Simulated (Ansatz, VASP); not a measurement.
# MoH3Pb in VASP and in Ansatz

```
H Mo Pb
1.0
     3.80885    0.00000    0.00000
     0.00000    3.80885    0.00000
     0.00000    0.00000    3.80885
H Mo Pb
3 1 1
Direct
  0.00000 0.50000 0.50000
  0.50000 0.00000 0.50000
  0.50000 0.50000 0.00000
  0.50000 0.50000 0.50000
  0.00000 0.00000 0.00000
```

Alike in both runs: task relaxation of cell and atoms; functional PBE; k mesh 10 × 10 × 10; occupations gaussian, width 0.1 eV; no spin polarisation.

|  | VASP | Ansatz |
| --- | --- | --- |
| version | VASP 6.6.1 | Ansatz 0.2.0 |
| potentials or method | VASP PAW PBE potentials, release 64 (H, Mo_sv, Pb_d), cutoff 600 eV | scalar-relativistic, plane waves, PAW |
| valence electrons in the cell | 31 | 31 |

Ansatz gave:

```
gap on the k mesh at the Fermi level, each at its own relaxed structure (eV) : none
relaxed volume (Å³/atom)                                                     : 10.82
relaxed cell length with the largest relative difference (Å)                 : 3.782
```

Problem. Which values does VASP return?

Solution. gap on the k mesh at the Fermi level, each at its own relaxed structure (eV): none; relaxed volume (Å³/atom): 10.82; relaxed cell length with the largest relative difference (Å): 3.783.

A gap of «none» marks a metal or a gap that the smearing closes.

Neither program's run includes spin-orbit coupling.
